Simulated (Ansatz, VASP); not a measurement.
**LiH: VASP beside Ansatz**

POSCAR

```
LiH
1.0
    0.0000000000      2.0367500000      2.0367500000
    2.0367500000      0.0000000000      2.0367500000
    2.0367500000      2.0367500000      0.0000000000
Li H
1 1
Direct
    0.0000000000      0.0000000000      0.0000000000
    0.5000000000      0.5000000000      0.5000000000
```

The input INCAR.step1:

```
SYSTEM = LiH
PREC = Accurate ; ENCUT = 600
ISMEAR = 0 ; SIGMA = 0.02
LREAL = .FALSE. ; LASPH = .TRUE.
NELM = 60 ; GGA = PE
ALGO = Normal ; EDIFF = 1E-4
LWAVE = .TRUE. ; LCHARG = .FALSE.
```

File INCAR.step2:

```
SYSTEM = LiH
PREC = Accurate ; ENCUT = 600
EDIFF = 1E-6 ; ISMEAR = 0
SIGMA = 0.02 ; LREAL = .FALSE.
LASPH = .TRUE. ; NELM = 60
ALGO = Normal ; ISIF = 3
LWAVE = .FALSE. ; LCHARG = .FALSE.
METAGGA = R2SCAN ; LMIXTAU = .TRUE.
IBRION = 2 ; NSW = 100
EDIFFG = -0.005 ; ISTART = 1
```

KPOINTS

```
Automatic mesh
0
G
  10 10 10
  0 0 0
```

Input for Ansatz:

```yaml
crystal:
  lattice:
    - [0.0, 2.03675, 2.03675]
    - [2.03675, 0.0, 2.03675]
    - [2.03675, 2.03675, 0.0]
  atoms:
    - { symbol: Li, position: [0.0, 0.0, 0.0] }
    - { symbol: H, position: [0.5, 0.5, 0.5] }
basis:
  ecutwfc: 500
kpoints:
  mp_grid: { grid: [10, 10, 10] }
hamiltonian:
  xc: r2scan
scf:
  occupations: { method: gaussian, width: 0.02 }
output:
  forces: true
  stress: true
  eigenvalues: true
relax:
  adjacent_minimum: "off"
  f_tol: 0.005
  max_steps: 80
  cell: { stress_tol: 0.05 }
```

Alike in both runs: task relaxation of cell and atoms; functional r2SCAN; k mesh 10 × 10 × 10; occupations gaussian, width 0.02 eV; no spin polarisation.

|  | VASP | Ansatz |
| --- | --- | --- |
| version | VASP 6.6.1 | Ansatz 0.2.0 |
| potentials or method | VASP PAW PBE potentials, release 64 (Li_sv, H), cutoff 600 eV | scalar-relativistic, plane waves, PAW |
| valence electrons in the cell | 4 | 4 |

```csv
,VASP,Ansatz,Ansatz less VASP
"gap on the k mesh at the Fermi level, each at its own relaxed structure (eV)",3.57,3.63,+0.056
relaxed volume (Å³/atom),7.97,8.03,+0.063
relaxed cell length with the largest relative difference (Å),2.824,2.832,+0.0074
```

VASP's potentials were made for PBE, not for r2SCAN.

Noted on VASP's run: the cutoff is short for stress, so the pressure is rough.
